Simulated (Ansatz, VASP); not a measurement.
Two plane-wave programs on CdTe

File INCAR:

```
ALGO = Normal
EDIFF = 1E-7
EDIFFG = -0.002
ENCUT = 600
GGA = PS
IBRION = 2
ISIF = 3
ISMEAR = -1
LASPH = T
LCHARG = F
LREAL = F
LWAVE = F
NELM = 100
NSW = 100
PREC = Accurate
SIGMA = 0.1
```

KPOINTS

```
k-points
0
Gamma
  10 10 10
```

Contents of POSCAR:

```
CdTe
1.0
    0.0000000000      3.2050000000      3.2050000000
    3.2050000000      0.0000000000      3.2050000000
    3.2050000000      3.2050000000      0.0000000000
Cd Te
1 1
Direct
    0.0000000000      0.0000000000      0.0000000000
    0.7500000000      0.7500000000      0.7500000000
```

Input for Ansatz:

```yaml
crystal:
  lattice:
    - [0.0, 3.205, 3.205]
    - [3.205, 0.0, 3.205]
    - [3.205, 3.205, 0.0]
  atoms:
    - { symbol: Cd, position: [0.0, 0.0, 0.0] }
    - { symbol: Te, position: [0.75, 0.75, 0.75] }
kpoints:
  mp_grid: { grid: [10, 10, 10] }
scf:
  occupations: { method: fermi_dirac, width: 0.1 }
hamiltonian:
  xc: pbesol
  pseudopotentials: { kind: paw }
relax:
  f_tol: 0.002
  max_steps: 80
  cell: {}
output:
  forces: true
  stress: true
```

Alike in both runs: task relaxation of cell and atoms; functional PBEsol; k mesh 10 × 10 × 10; occupations fermi-dirac, width 0.1 eV; no spin polarisation.

|  | VASP | Ansatz |
| --- | --- | --- |
| version | VASP 6.6.1 | Ansatz 0.2.0 |
| potentials or method | VASP PAW PBE potentials, release 64 (Cd, Te) | PAW with Ansatz's default frozen-core files, scalar-relativistic |
| plane-wave cutoff (eV) | 600 | 420 |
| valence electrons in the cell | 18 | 36 |

Ansatz gave:

- relaxed volume (Å³/atom): 34.16
- relaxed cell length with the largest relative difference (Å): 4.589

Q: What did VASP give for the same quantities?

A: Relaxed volume (Å³/atom): 34.26; relaxed cell length with the largest relative difference (Å): 4.593.

VASP's potentials were made for PBE, not for PBEsol. VASP's potentials hold 18 valence electrons a cell and Ansatz's 36, so a difference there can come from the potentials and not from the codes.

Spin-orbit coupling is off throughout.
